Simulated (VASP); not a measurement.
Set up this calculation in VASP 6.6.1, as the native input.

| Quantity | Value |
| --- | --- |
| Task | single point |
| Functional | PBE |
| Potentials or basis | VASP PAW PBE potentials, release 64 (Tl_d, Pt_sv_GW, N) |
| Cutoff | 700 eV |
| k mesh | 8 × 8 × 4 |
| Occupations | gaussian, width 0.1 eV |
| Spin | no spin polarisation |
| Dipole correction | no |
| Further INCAR settings | ALGO = Normal; EDIFF = 1e-06; NBANDS = 45 |

The structure of TlPtN lies in POSCAR:

```
TlPtN
1.0
    4.1549875384      0.0000000000      0.0000000000
    0.0000000000      4.1549875384      0.0000000000
    0.0000000000      0.0000000000      7.7200215117
Tl Pt N
2 2 2
Direct
    0.0000000000      0.0000000000      0.7961347524
    0.0000000000      0.0000000000      0.2038652476
    0.5000000000      0.5000000000      0.1670110960
    0.5000000000      0.5000000000      0.8329889040
    0.5000000000      0.5000000000      0.4261962098
    0.5000000000      0.5000000000      0.5738037902
```

One way to write it, as run:

INCAR

```
ALGO = Normal
EDIFF = 1E-6
ENCUT = 700
GGA = PE
GGA_COMPAT = F
ISIF = 2
ISMEAR = 0
LASPH = T
LCHARG = F
LREAL = F
LWAVE = F
NBANDS = 45
NELM = 120
PREC = Accurate
SIGMA = 0.1
```

KPOINTS

```
k-points
0
Gamma
  8 8 4
```

Potentials or basis: VASP PAW PBE potentials, release 64 (Tl_d, Pt_sv_GW, N).

Launch:

```console
$ cat potpaw_PBE.64/Tl_d/POTCAR potpaw_PBE.64/Pt_sv_GW/POTCAR potpaw_PBE.64/N/POTCAR > POTCAR
$ mpirun -np 1 vasp_std > vasp.out
```

Results of the run:

- Pressure: 0.3 GPa
- Largest force: 0.905 eV/Å
- Band gap on the k mesh: zero (bands 36 and 37 overlap by 1.27 eV)

Caveat: the standard files for N, O and F lose accuracy on very short bonds; spin-orbit coupling is left out, which moves the levels of the heavy elements.

Run time: 4.1 min on 1 thread of Intel(R) Xeon(R) 6975P-C (Granite Rapids), on a shared host, peak memory 0.54 GiB.
